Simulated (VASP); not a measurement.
# KAlAs3 (P6_3/mmc) in VASP: notebook

Runs on KAlAs3. Level: PBE. Tasks: single point, relaxation of cell and atoms.

All numbers are computed with VASP 6.6.1; they aren't measurements. Logs are shortened: lines on timing, memory, paths and dates and some standing lists are left out, and cuts for length are marked.

## (1) The cell of the first run

The structure is hexagonal, space group P6_3/mmc (No. 194). The conventional cell has a = 6.792 Å, b = 6.792 Å, c = 5.803 Å, α = 90.00°, β = 90.00°, γ = 120.00°. Within 4.5 Å of K (site symmetry -6m2) lie 12 As at 3.40 to 3.64 Å and 6 Al at 4.18 Å. Al (site symmetry -3m) has 6 As at 2.25 Å and 2 Al at 2.90 Å within 3.0 Å. Within 3.0 Å of As (site symmetry mm2) lie 2 Al at 2.25 Å and 2 As at 2.98 Å.

## (2) Single point, PBE

INCAR reads:

```
SYSTEM = KAlAs3
PREC = Accurate
ENCUT = 520
EDIFF = 1E-7
ISMEAR = 0
SIGMA = 0.1
LREAL = .False.
LASPH = .True.
NELM = 80
ALGO = Fast
ISIF = 2
LWAVE = .False.
LCHARG = .True.
GGA = PE
LELF = .True.
LVHAR = .True.
NBANDS = 38
```

KPOINTS reads:

```
regular mesh
0
Gamma
  3 3 4
  0 0 0
```

POSCAR reads:

```
KAlAs3
1.0
    6.7924208889      0.0000000000      0.0000000000
   -3.3962104444      5.8824090429      0.0000000000
    0.0000000000      0.0000000000      5.8031162479
K Al As
2 2 6
Direct
    0.3333333333      0.6666666667      0.7500000000
    0.6666666667      0.3333333333      0.2500000000
    0.0000000000      0.0000000000      0.5000000000
    0.0000000000      0.0000000000      0.0000000000
    0.1460000000      0.2919999999      0.2500000000
    0.8540000000      0.1460000000      0.7500000000
    0.8540000000      0.7080000001      0.7500000000
    0.1460000000      0.8540000000      0.2500000000
    0.7080000001      0.8540000000      0.2500000000
    0.2919999999      0.1460000000      0.7500000000
```

Potentials or basis: VASP PAW PBE potentials, release 64 (K_sv, Al, As).

On the command line:

```
> cat potpaw_PBE.64/K_sv/POTCAR potpaw_PBE.64/Al/POTCAR potpaw_PBE.64/As/POTCAR > POTCAR
> mpirun -np 1 vasp_std > vasp.out
```

OUTCAR:

```text
SYSTEM = KAlAs3
   PREC = Accurate
   ENCUT = 520
   EDIFF = 1E-7
   ISMEAR = 0
   LREAL = .False.
   LASPH = .True.
   NELM = 80
   ISIF = 2
   GGA = PE

 ion  position               nearest neighbor table
   1  0.333  0.667  0.750-
   2  0.667  0.333  0.250-
   3  0.000  0.000  0.500-   5 2.25   7 2.25   9 2.25  10 2.25   6 2.25   8 2.25   4 2.90   4 2.90

   4  0.000  0.000  0.000-   5 2.25   7 2.25   9 2.25  10 2.25   6 2.25   8 2.25   3 2.90   3 2.90

   5  0.146  0.292  0.250-   3 2.25   4 2.25
   6  0.854  0.146  0.750-   3 2.25   4 2.25
   7  0.854  0.708  0.750-   3 2.25   4 2.25
   8  0.146  0.854  0.250-   3 2.25   4 2.25
   9  0.708  0.854  0.250-   3 2.25   4 2.25
  10  0.292  0.146  0.750-   3 2.25   4 2.25

  LATTYP: Found a hexagonal cell.
 ALAT       =     6.7924208889
 C/A-ratio  =     0.8543516874

  Lattice vectors:

 A1 = (   6.7924208889,   0.0000000000,   0.0000000000)
 A2 = (  -3.3962104444,   5.8824090429,   0.0000000000)
 A3 = (   0.0000000000,   0.0000000000,   5.8031162479)

Analysis of symmetry for initial positions (statically):
=====================================================================
 Subroutine PRICEL returns:
 Original cell was already a primitive cell.

 Routine SETGRP: Setting up the symmetry group for a
 hexagonal supercell.

 Subroutine GETGRP returns: Found 24 space group operations
 (whereof 12 operations were pure point group operations)
 out of a pool of 24 trial point group operations.

The static configuration has the point symmetry D_3d.
 The point group associated with its full space group is D_6h.

Analysis of symmetry for dynamics (positions and initial velocities):
=====================================================================
 Subroutine PRICEL returns:
 Original cell was already a primitive cell.

 Routine SETGRP: Setting up the symmetry group for a
 hexagonal supercell.

 Subroutine GETGRP returns: Found 24 space group operations
 (whereof 12 operations were pure point group operations)
 out of a pool of 24 trial point group operations.

The dynamic configuration has the point symmetry D_3d.
 The point group associated with its full space group is D_6h.

 Subroutine INISYM returns: Found 24 space group operations
 (whereof 12 operations are pure point group operations),
 and found     1 'primitive' translations

----------------------------------------------------------------------------------------

                                     Primitive cell

  volume of cell :     231.8681

  direct lattice vectors                    reciprocal lattice vectors
     6.792420889  0.000000000  0.000000000     0.147222915  0.084999189  0.000000000
    -3.396210444  5.882409043  0.000000000     0.000000000  0.169998379  0.000000000
     0.000000000  0.000000000  5.803116248     0.000000000  0.000000000  0.172321208

  length of vectors
     6.792420889  6.792420889  5.803116248     0.169998379  0.169998379  0.172321208

  position of ions in fractional coordinates (direct lattice)
     0.333333333  0.666666667  0.750000000
     0.666666667  0.333333333  0.250000000
     0.000000000  0.000000000  0.500000000
     0.000000000  0.000000000  0.000000000
     0.146000000  0.292000000  0.250000000
     0.854000000  0.146000000  0.750000000
     0.854000000  0.708000000  0.750000000
     0.146000000  0.854000000  0.250000000
     0.708000000  0.854000000  0.250000000
     0.292000000  0.146000000  0.750000000

  ion indices of the primitive-cell ions
   primitive index   ion index
                 1           1
                 2           2
                 3           3
                 4           4
                 5           5
                 6           6
                 7           7
                 8           8
                 9           9
                10          10

----------------------------------------------------------------------------------------

 KPOINTS: regular mesh

Automatic generation of k-mesh.
 Grid dimensions read from file:
 generate k-points for:    3    3    4

 Generating k-lattice:

  Cartesian coordinates                     Fractional coordinates (reciprocal lattice)
     0.049074305  0.028333063  0.000000000     0.333333333  0.000000000  0.000000000
     0.000000000  0.056666126  0.000000000     0.000000000  0.333333333  0.000000000
     0.000000000  0.000000000  0.043080302     0.000000000  0.000000000  0.250000000

  Length of vectors
     0.056666126  0.056666126  0.043080302

  Shift w.r.t. Gamma in fractional coordinates (k-lattice)
     0.000000000  0.000000000  0.000000000

 Subroutine IBZKPT returns following result:
 ===========================================

 Found      9 irreducible k-points:

 Following reciprocal coordinates:
            Coordinates               Weight
  0.000000  0.000000  0.000000      1.000000
  0.333333 -0.000000  0.000000      6.000000
  0.333333  0.333333  0.000000      2.000000
  0.000000  0.000000  0.250000      2.000000
  0.333333 -0.000000  0.250000     12.000000
  0.333333  0.333333  0.250000      4.000000
  0.000000  0.000000  0.500000      1.000000
  0.333333 -0.000000  0.500000      6.000000
  0.333333  0.333333  0.500000      2.000000
   k-points           NKPTS =      9   k-points in BZ     NKDIM =      9   number of bands    NBANDS=     38
   number of dos      NEDOS =    301   number of ions     NIONS =     10
   total plane-waves  NPLWV = 139968
   dimension x,y,z NGX =    54 NGY =   54 NGZ =   48
   dimension x,y,z NGXF=   108 NGYF=  108 NGZF=   96
   ions per type =               2   2   6
   NGX,Y,Z   is equivalent  to a cutoff of  13.22, 13.22, 13.75 a.u.
   NGXF,Y,Z  is equivalent  to a cutoff of  26.43, 26.43, 27.50 a.u.
 SYSTEM =  KAlAs3
   PREC   = accura    normal or accurate (medium, high low for compatibility)
   ISTART =      0    job   : 0-new  1-cont  2-samecut
   ICHARG =      2    charge: 1-file 2-atom 10-const
   ISPIN  =      1    spin polarized calculation?
   LNONCOLLINEAR =      F non collinear calculations
   LSORBIT =      F    spin-orbit coupling
   LASPH  =      T    aspherical Exc in radial PAW
   ENCUT  =  520.0 eV  38.22 Ry    6.18 a.u.  12.63 12.63 10.79*2*pi/ulx,y,z
   NELM   =     80;   NELMIN=  2; NELMDL= -5     # of ELM steps
   EDIFF  = 0.1E-06   stopping-criterion for ELM
   LREAL  =      F    real-space projection
   EDIFFG = 0.1E-05   stopping-criterion for IOM
   NSW    =      0    number of steps for IOM
   IBRION =     -1    ionic relax: 0-MD 1-quasi-New 2-CG
   NFREE  =      0    steps in history (QN), initial steepest desc. (CG)
   ISIF   =      2    stress and relaxation
   ISYM   =      2    0-nonsym 1-usesym 2-fastsym
   POTIM  = 0.5000    time-step for ionic-motion
   TEBEG  =    0.0;   TEEND  =   0.0 temperature during run
   PSTRESS=    0.0 pullay stress
   NELECT =      54.0000    total number of electrons
   NUPDOWN=      -1.0000    fix difference up-down
   EMIN   =  10.00;   EMAX   =-10.00  energy-range for DOS
   EFERMI =   0.00;   METHOD = LEGACY
   ISMEAR =     0;   SIGMA  =   0.10  broadening in eV -4-tet -1-fermi 0-gaus
   EFERMI_NEDOS =   21; number of points for ismear=-14 and -15
   IALGO  =     68    algorithm
   IMIX   =      4    mixing-type and parameters
     AMIX     =   0.40;   BMIX     =  1.00
     AMIX_MAG =   1.60;   BMIX_MAG =  1.00
  volume/ion in A,a.u.               =      23.19       156.47
  Fermi-wavevector in a.u.,A,eV,Ry     =   1.007223  1.903376 13.803091  1.014499
  Thomas-Fermi vector in A             =   2.140015
   LORBIT       =      0    0 simple, 1 ext, 2 COOP (PROOUT), +10 PAW based schemes
   GGA     = PE    functional components
   LHFCALC =     F    Hartree Fock is set to
   AEXX    =    0.0000 exact exchange contribution
   IVDW    =     0    specifies the selected vdW correction
   LEPSILON=     F    determine dielectric tensor
   LRPA    =     F    only Hartree local field effects (RPA)
 non-spin polarized calculation
 RMM-DIIS sequential band-by-band and
 Gauss-broadening in eV      SIGMA  =   0.10
  energy-cutoff  :      520.00
  volume of cell :      231.87
 maximum number of plane-waves:      6273
 NGX is ok and might be reduce to    50
   NGX = 25   NGY = 25   NGZ = 21

 number of electron      54.0000005 magnetization

 Free energy of the ion-electron system (eV)
  ---------------------------------------------------
  ext. energy  EPLUGINS =         0.00000000
  ---------------------------------------------------
  free energy    TOTEN  =       -31.39574986 eV

  energy without entropy =      -31.34175770  energy(sigma->0) =      -31.36875378

 E-fermi :   3.6512     XC(G=0):  -9.1552

 val. band max:        3.6468804495   @ k =   0.3333   0.3333   0.0000
 cond. band min:       3.6773599463   @ k =   0.3333   0.3333   0.2500
 fundamental gap:      0.0304794968
 Fermi energy:         3.6511636925

 k-point     1 :       0.0000    0.0000    0.0000
  band No.  band energies     occupation
      1     -26.4619      2.00000
      2     -26.4588      2.00000
      3     -10.5830      2.00000
      4     -10.0361      2.00000
      5     -10.0361      2.00000
      6     -10.0183      2.00000
[... 30 lines left out ...]
     37       8.1692      0.00000
     38       8.8437      0.00000

 k-point     2 :       0.3333   -0.0000    0.0000
  band No.  band energies     occupation
      1     -26.4613      2.00000
      2     -26.4594      2.00000
      3     -10.6710      2.00000
      4     -10.0705      2.00000
      5     -10.0415      2.00000
      6     -10.0019      2.00000
[... 30 lines left out ...]
     37       8.8591      0.00000
     38       9.0748      0.00000
[... 244 lines left out ...]
     37       9.4661      0.00000
     38       9.5278      0.00000

 k-point     9 :       0.3333    0.3333    0.5000
  band No.  band energies     occupation
      1     -26.4602      2.00000
      2     -26.4602      2.00000
      3     -10.1730      2.00000
      4     -10.1730      2.00000
      5     -10.0681      2.00000
      6     -10.0681      2.00000
[... 30 lines left out ...]
     37       9.8507      0.00000
     38       9.9432      0.00000

------------------------ aborting loop because EDIFF is reached ----------------------------------------

  FORCE on cell =-STRESS in cart. coord.  units (eV):
  Direction    XX          YY          ZZ          XY          YZ          ZX
  --------------------------------------------------------------------------------------
  -------------------------------------------------------------------------------------
  Total       23.3699833     23.3699833     36.7037286      0.0000000      0.0000000      0.0000000
  in kB      161.4834075    161.4834075    253.6177743      0.0000000      0.0000000      0.0000000
  external PRESSURE =     192.1948631 kB  Pullay stress =       0.0000000 kB

 VOLUME and BASIS-vectors are now :
 -----------------------------------------------------------------------------
  energy-cutoff  :      520.00
  volume of cell :      231.87
      direct lattice vectors                 reciprocal lattice vectors
     6.792420889  0.000000000  0.000000000     0.147222915  0.084999189  0.000000000
    -3.396210444  5.882409043  0.000000000     0.000000000  0.169998379  0.000000000
     0.000000000  0.000000000  5.803116248     0.000000000  0.000000000  0.172321208

 POSITION                                       TOTAL-FORCE (eV/Angst)
 -----------------------------------------------------------------------------------
     -0.00000      3.92161      4.35234         0.000000     -0.000000      0.000000
      3.39621      1.96080      1.45078        -0.000000     -0.000000      0.000000
      0.00000      0.00000      2.90156         0.000000     -0.000000      0.000000
      0.00000      0.00000      0.00000         0.000000     -0.000000      0.000000
      0.00000      1.71766      1.45078         0.000000      4.737648     -0.000000
      5.30488      0.85883      4.35234        -4.102923      2.368824      0.000000
      3.39621      4.16475      4.35234        -0.000000     -4.737648      0.000000
     -1.90867      5.02358      1.45078         4.102923     -2.368824     -0.000000
      1.90867      5.02358      1.45078        -4.102923     -2.368824      0.000000
      1.48754      0.85883      4.35234         4.102923      2.368824      0.000000
 -----------------------------------------------------------------------------------
    total drift:                               -0.000000      0.000000      0.000000

  FREE ENERGIE OF THE ION-ELECTRON SYSTEM (eV)
  ---------------------------------------------------
  free  energy   TOTEN  =       -31.3957498558 eV

  energy  without entropy=      -31.3417576957  energy(sigma->0) =      -31.36875378
```

Run time: 2.9 min. Hardware: 1 thread of Oxide Virtual Turin-like, shared host; peak memory 0.36 GiB.

Results:

```yaml
Free_energy: -31.3957 eV
Pressure: 19.2 GPa
Largest_force: 4.738 eV/Å
Band_gap_on_the_k_mesh: zero (bands 27 and 28 overlap by 1.40 eV)
```

Forces in eV/Å, atoms in the order of the input:
```
K    0.000  0.000  0.000
K    0.000  0.000  0.000
Al   0.000  0.000  0.000
Al   0.000  0.000  0.000
As   0.000  4.738  0.000
As  -4.103  2.369  0.000
As   0.000 -4.738  0.000
As   4.103 -2.369  0.000
As  -4.103 -2.369  0.000
As   4.103  2.369  0.000
```

Stress tensor (GPa, compression positive):
```
16.15  0.00  0.00
 0.00 16.15  0.00
 0.00  0.00 25.36
```

Caveat: the stress differs along the axes, from 16 to 25 GPa; forces of over 1 eV/Å act on the atoms, so gaps and moduli don't describe the material at rest.

## (3) Single point, PBE

This run uses another cell than the first one, of 23.86 Å³/atom.

INCAR reads:

```
PREC     = Accurate       # precision mode
ENCUT    = 520            # plane-wave cutoff, eV
EDIFF    = 1E-6           # SCF threshold, eV
ISMEAR   = 0              # smearing method
SIGMA    = 0.1            # smearing width, eV
LREAL    = F              # projectors in reciprocal space
LASPH    = T              # aspherical terms in the spheres
NELM     = 60             # most SCF steps
ALGO     = Normal         # electronic algorithm
ISIF     = 2              # what is computed and relaxed
LWAVE    = F              # write WAVECAR
LCHARG   = F              # write CHGCAR
GGA      = PE             # functional
NBANDS   = 38             # bands
```

KPOINTS reads:

```
Automatic mesh
0
Gamma
  3 3 4
```

POSCAR reads:

```
KAlAs3
1.0
    6.6291435169      0.0000000000      0.0000000000
   -3.3145717584      5.7410066910      0.0000000000
    0.0000000000      0.0000000000      6.2686543886
K Al As
2 2 6
Direct
    0.3333333333      0.6666666667      0.7500000000
    0.6666666667      0.3333333333      0.2500000000
    0.0000000000      0.0000000000      0.5000000000
    0.0000000000      0.0000000000      0.0000000000
    0.2008286345      0.4016572689      0.2500000000
    0.7991713655      0.2008286345      0.7500000000
    0.7991713655      0.5983427311      0.7500000000
    0.2008286345      0.7991713655      0.2500000000
    0.5983427311      0.7991713655      0.2500000000
    0.4016572689      0.2008286345      0.7500000000
```

Potentials or basis: VASP PAW PBE potentials, release 64 (K_sv, Al, As).

On the command line:

```
> cat potpaw_PBE.64/K_sv/POTCAR potpaw_PBE.64/Al/POTCAR potpaw_PBE.64/As/POTCAR > POTCAR
> mpirun -np 1 vasp_std > vasp.out
```

OUTCAR:

```text
PREC = Accurate
   ENCUT = 520
   EDIFF = 1E-6
   ISMEAR = 0
   LREAL = F
   LASPH = T
   NELM = 60
   ISIF = 2
   GGA = PE

 ion  position               nearest neighbor table
   1  0.333  0.667  0.750-   7 3.34  10 3.34   7 3.34  10 3.34   6 3.34   6 3.34
   2  0.667  0.333  0.250-   5 3.34   9 3.34   5 3.34   9 3.34   8 3.34   8 3.34
   3  0.000  0.000  0.500-   9 2.79  10 2.79   5 2.79   7 2.79   6 2.79   8 2.79   4 3.13   4 3.13

   4  0.000  0.000  0.000-   9 2.79  10 2.79   5 2.79   7 2.79   6 2.79   8 2.79   3 3.13   3 3.13

   5  0.201  0.402  0.250-   8 2.64   9 2.64   3 2.79   4 2.79   2 3.34   2 3.34
   6  0.799  0.201  0.750-  10 2.64   7 2.64   3 2.79   4 2.79   1 3.34   1 3.34
   7  0.799  0.598  0.750-   6 2.64  10 2.64   3 2.79   4 2.79   1 3.34   1 3.34
   8  0.201  0.799  0.250-   9 2.64   5 2.64   3 2.79   4 2.79   2 3.34   2 3.34
   9  0.598  0.799  0.250-   8 2.64   5 2.64   3 2.79   4 2.79   2 3.34   2 3.34
  10  0.402  0.201  0.750-   6 2.64   7 2.64   3 2.79   4 2.79   1 3.34   1 3.34

  LATTYP: Found a hexagonal cell.
 ALAT       =     6.6291435169
 C/A-ratio  =     0.9456205576

  Lattice vectors:

[... 193 lines left out ...]
      4      -9.9836      2.00000
      5      -9.9576      2.00000
      6      -9.9453      2.00000
[... 358 lines left out ...]
     37       8.9633      0.00000
     38       8.9641      0.00000

------------------------ aborting loop because EDIFF is reached ----------------------------------------

  FORCE on cell =-STRESS in cart. coord.  units (eV):
  Direction    XX          YY          ZZ          XY          YZ          ZX
  --------------------------------------------------------------------------------------
  -------------------------------------------------------------------------------------
  Total        0.5373664      0.5373664      0.2692930      0.0000000      0.0000000     -0.0000000
  in kB        3.6087876      3.6087876      1.8084892      0.0000000      0.0000000     -0.0000000
  external PRESSURE =       3.0086881 kB  Pullay stress =       0.0000000 kB

 VOLUME and BASIS-vectors are now :
 -----------------------------------------------------------------------------
  energy-cutoff  :      520.00
  volume of cell :      238.57
      direct lattice vectors                 reciprocal lattice vectors
     6.629143517  0.000000000  0.000000000     0.150849050  0.087092739  0.000000000
    -3.314571758  5.741006691  0.000000000     0.000000000  0.174185479  0.000000000
     0.000000000  0.000000000  6.268654389     0.000000000  0.000000000  0.159523869

 POSITION                                       TOTAL-FORCE (eV/Angst)
 -----------------------------------------------------------------------------------
     -0.00000      3.82734      4.70149        -0.000000      0.000000      0.000000
      3.31457      1.91367      1.56716         0.000000      0.000000      0.000000
      0.00000      0.00000      3.13433         0.000000      0.000000      0.000000
      0.00000      0.00000      0.00000         0.000000      0.000000      0.000000
      0.00000      2.30592      1.56716        -0.000000     -0.033025     -0.000000
      4.63216      1.15296      4.70149         0.028601     -0.016513      0.000000
      3.31457      3.43509      4.70149         0.000000      0.033025      0.000000
     -1.31759      4.58805      1.56716        -0.028601      0.016513     -0.000000
      1.31759      4.58805      1.56716         0.028601      0.016513     -0.000000
      1.99698      1.15296      4.70149        -0.028601     -0.016513      0.000000
 -----------------------------------------------------------------------------------
    total drift:                               -0.000000      0.000000      0.000000

  FREE ENERGIE OF THE ION-ELECTRON SYSTEM (eV)
  ---------------------------------------------------
  free  energy   TOTEN  =       -38.0459374089 eV

  energy  without entropy=      -38.0185422251  energy(sigma->0) =      -38.03223982
```

stdout:

```text
POSCAR found type information on POSCAR K AlAs
 POSCAR found :  3 types and      10 ions
 scaLAPACK will be used
 LDA part: xc-table for (Slater+PW92), standard interpolation
 POSCAR, INCAR and KPOINTS ok, starting setup
 FFT: planning ... GRIDC
 FFT: planning ... GRID_SOFT
 FFT: planning ... GRID
 WAVECAR not read
 entering main loop
```

Run time: 2 min. Hardware: 1 thread of Oxide Virtual Turin-like, shared host; peak memory 0.33 GiB.

Results:

```
Free energy            : -38.0459 eV
Pressure               : 0.3 GPa
Largest force          : 0.033 eV/Å
Band gap on the k mesh : zero (bands 27 and 28 overlap by 0.88 eV)
```

Forces in eV/Å, atoms in the order of the input:
```
K    0.000  0.000  0.000
K    0.000  0.000  0.000
Al   0.000  0.000  0.000
Al   0.000  0.000  0.000
As   0.000 -0.033  0.000
As   0.029 -0.017  0.000
As   0.000  0.033  0.000
As  -0.029  0.017  0.000
As   0.029  0.017  0.000
As  -0.029 -0.017  0.000
```

Caveat: the k points lie up to 0.36 Å⁻¹ apart, too coarse for converged energies and pressures of a metal.

(Continued in part 2 of 2.)

The gap in the log of VASP goes by the Fermi energy; the results here count the filled bands.